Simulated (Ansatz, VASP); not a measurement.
One calculation of SnO2, two programs

The input INCAR:

```
  ALGO = Normal
  EDIFF = 1E-6
  ENCUT = 520
  GGA = PE
  ISIF = 2
  ISMEAR = 0
  LASPH = True
  LCHARG = False
  LREAL = False
  LWAVE = False
  NBANDS = 35
  NELM = 80
  PREC = Accurate
  SIGMA = 0.05
```

File KPOINTS:

```
k-points
0
Gamma
  10 10 10
```

Contents of POSCAR:

```
SnO2
1.0
   -2.0262505044      2.0262505044      5.1806864801
    2.0262505044     -2.0262505044      5.1806864801
    2.0262505044      2.0262505044     -5.1806864801
Sn O
2 4
Direct
    0.7500000000      0.2500000000      0.5000000000
    0.0000000000      0.0000000000      0.0000000000
    0.7975980438      0.7975980438      0.0000000000
    0.9524019562      0.4524019562      0.5000000000
    0.2024019562      0.2024019562      0.0000000000
    0.5475980438      0.0475980438      0.5000000000
```

Input for Ansatz:

```yaml
crystal:
  lattice:
    - [-2.0262505044, 2.0262505044, 5.1806864801]
    - [2.0262505044, -2.0262505044, 5.1806864801]
    - [2.0262505044, 2.0262505044, -5.1806864801]
  atoms:
    - { symbol: Sn, position: [0.75, 0.25, 0.5] }
    - { symbol: Sn, position: [0.0, 0.0, 0.0] }
    - { symbol: O, position: [0.7975980438, 0.7975980438, 0.0] }
    - { symbol: O, position: [0.9524019562, 0.4524019562, 0.5] }
    - { symbol: O, position: [0.2024019562, 0.2024019562, 0.0] }
    - { symbol: O, position: [0.5475980438, 0.0475980438, 0.5] }
basis:
  ecutwfc: 420
kpoints:
  mp_grid: { grid: [10, 10, 10] }
hamiltonian:
  xc: pbe
  pseudopotentials: { kind: paw, azcp: { folder: soft_1 } }
scf:
  occupations: { method: gaussian, width: 0.05 }
output:
  forces: true
  stress: true
  eigenvalues: true
```

Alike in both runs: task single point; functional PBE; k mesh 10 × 10 × 10; occupations gaussian, width 0.05 eV; no spin polarisation.

|  | VASP | Ansatz |
| --- | --- | --- |
| version | VASP 6.6.1 | Ansatz 0.2.0 |
| potentials or method | VASP PAW PBE potentials, release 64 (Sn_d, O), cutoff 520 eV | scalar-relativistic, plane waves, PAW |
| valence electrons in the cell | 52 | 52 |

VASP gave:

* gap on the k mesh at the Fermi level (eV): 1.31
* least direct gap on the mesh (eV): 1.65
* pressure (GPa): 0.6
* traceless stress, the component that is largest in VASP (GPa): 0.18
* rms of the force components (eV/Å): 0.013

Q: What did Ansatz give for the same quantities?

A: gap on the k mesh at the Fermi level (eV): 1.32; least direct gap on the mesh (eV): 1.66; pressure (GPa): 0.0; traceless stress, the component that is largest in VASP (GPa): 0.00; rms of the force components (eV/Å): 0.000.

Atom by atom the forces differ by 0.013 eV/Å (rms over components).
